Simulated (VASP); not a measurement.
Write the native input for VASP 6.6.1 that does the following.

```
Task                   : relaxation of cell and atoms
Functional             : r2SCAN
Potentials or basis    : VASP PAW PBE potentials, release 64 (Ti_sv, O)
Cutoff                 : 600 eV
k mesh                 : 6 × 6 × 10
Occupations            : gaussian, width 0.02 eV
Spin                   : no spin polarisation
Dipole correction      : no
Further INCAR settings : ALGO = Normal; EDIFF = 1e-06; IBRION = 2; EDIFFG = -0.01; NSW = 80; ISIF = 3
```

TiO2:

```
Ti O
1.0
     4.60226    0.00000    0.00000
     0.00000    4.60226    0.00000
     0.00000    0.00000    2.95342
Ti O
2 4
Cartesian
  2.3011 2.3011 1.4767
  0.0000 0.0000 0.0000
  0.8970 3.7052 1.4767
  3.7052 0.8970 1.4767
  1.4041 1.4041 0.0000
  3.1982 3.1982 0.0000
```

These files were run (other wordings do the same):

POSCAR

```
TiO2
1.0
    4.6022635962      0.0000000000      0.0000000000
    0.0000000000      4.6022635962      0.0000000000
    0.0000000000      0.0000000000      2.9534178516
Ti O
2 4
Direct
    0.5000000000      0.5000000000      0.5000000000
    0.0000000000      0.0000000000      0.0000000000
    0.1949125896      0.8050874104      0.5000000000
    0.8050874104      0.1949125896      0.5000000000
    0.3050874104      0.3050874104      0.0000000000
    0.6949125896      0.6949125896      0.0000000000
```

INCAR.step1

```
SYSTEM = TiO2
PREC = Accurate
ENCUT = 600
ISMEAR = 0
SIGMA = 0.02
LREAL = .FALSE.
LASPH = .TRUE.
NELM = 60
GGA = PE
ALGO = Normal
EDIFF = 1E-4
LWAVE = .TRUE.
LCHARG = .FALSE.
```

INCAR.step2

```
SYSTEM = TiO2
PREC = Accurate
ENCUT = 600
EDIFF = 1E-6
ISMEAR = 0
SIGMA = 0.02
LREAL = .FALSE.
LASPH = .TRUE.
NELM = 60
ALGO = Normal
ISIF = 3
LWAVE = .FALSE.
LCHARG = .FALSE.
METAGGA = R2SCAN
LMIXTAU = .TRUE.
IBRION = 2
NSW = 80
EDIFFG = -0.01
ISTART = 1
```

KPOINTS

```
regular mesh
0
G
  6 6 10
  0 0 0
```

Potentials or basis: VASP PAW PBE potentials, release 64 (Ti_sv, O).

Launch:

```console
$ cat potpaw_PBE.64/Ti_sv/POTCAR potpaw_PBE.64/O/POTCAR > POTCAR
$ cp INCAR.step1 INCAR
$ mpirun -np 1 vasp_std > vasp.out
$ cp INCAR.step2 INCAR
$ mpirun -np 1 vasp_std > vasp.out
```

It gave:

```json
{
  "Relaxed volume": "10.44 Å³/atom",
  "Relaxed cell": "a = 4.601 Å, b = 4.601 Å, c = 2.960 Å, α = 90.00°, β = 90.00°, γ = 90.00°",
  "Space group after relaxing (to 0.1 Å)": "P4_2/mnm (No. 136)",
  "Energy gained by relaxing": "0.2 meV/atom",
  "Ionic steps": "4",
  "Pressure after relaxing": "0.0 GPa",
  "Band gap on the k mesh": "2.21 eV"
}
```

Caveat: the PAW data sets were made with another functional, which shifts forces and pressure a little.

It took 23 min on 1 thread of Oxide Virtual Turin-like Processor (shared host), peak memory 0.25 GiB.
